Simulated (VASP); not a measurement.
Wanted: the native input for a VASP 6.6.1 run.

```yaml
Task: single point
Functional: PBE
Potentials_or_basis: VASP PAW PBE potentials, release 64 (Cd, Te)
Cutoff: 520 eV
k_mesh: 12 × 12 × 4
Occupations: gaussian, width 0.1 eV
Spin: no spin polarisation
Dipole_correction: no
Further_INCAR_settings: ALGO = Fast; EDIFF = 1e-07; NBANDS = 29
```

The structure of Cd2Te3 lies in POSCAR:

```
Cd2Te3
1.0
    4.2622778979      0.0000000000      0.0000000000
   -2.1311389490      3.6912409375      0.0000000000
    0.0000000000      0.0000000000      9.4582212683
Cd Te
2 3
Direct
    0.3333333333      0.6666666667      0.1941692846
    0.6666666667      0.3333333333      0.8058307154
    0.0000000000      0.0000000000      0.0000000000
    0.3333333333      0.6666666667      0.6320978973
    0.6666666667      0.3333333333      0.3679021027
```

One way to write it, as run:

INCAR

```
ALGO     = Fast           # electronic algorithm
EDIFF    = 1E-7           # SCF threshold, eV
ENCUT    = 520            # plane-wave cutoff, eV
GGA      = PE             # functional
ISIF     = 2              # what is computed and relaxed
ISMEAR   = 0              # smearing method
LASPH    = T              # aspherical terms in the spheres
LCHARG   = T              # write CHGCAR
LELF     = T              # ELF
LREAL    = F              # projectors in reciprocal space
LVHAR    = T            
LWAVE    = F              # write WAVECAR
NBANDS   = 29             # bands
NELM     = 60             # most SCF steps
PREC     = Accurate       # precision mode
SIGMA    = 0.1            # smearing width, eV
```

KPOINTS

```
k-points
0
Gamma
  12 12 4
```

Potentials or basis: VASP PAW PBE potentials, release 64 (Cd, Te).

Launch:

```console
$ cat potpaw_PBE.64/Cd/POTCAR potpaw_PBE.64/Te/POTCAR > POTCAR
$ mpirun -np 1 vasp_std > vasp.out
```

Results of the run:

```json
{
  "Pressure": "0.1 GPa",
  "Largest force": "0.022 eV/Å",
  "Band gap on the k mesh": "zero (bands 21 and 22 overlap by 1.64 eV)"
}
```

Caveat: spin-orbit coupling is left out, which moves the levels of the heavy elements.

It took 8.7 min on 1 thread of Oxide Virtual Turin-like Processor (shared host), peak memory 0.39 GiB.
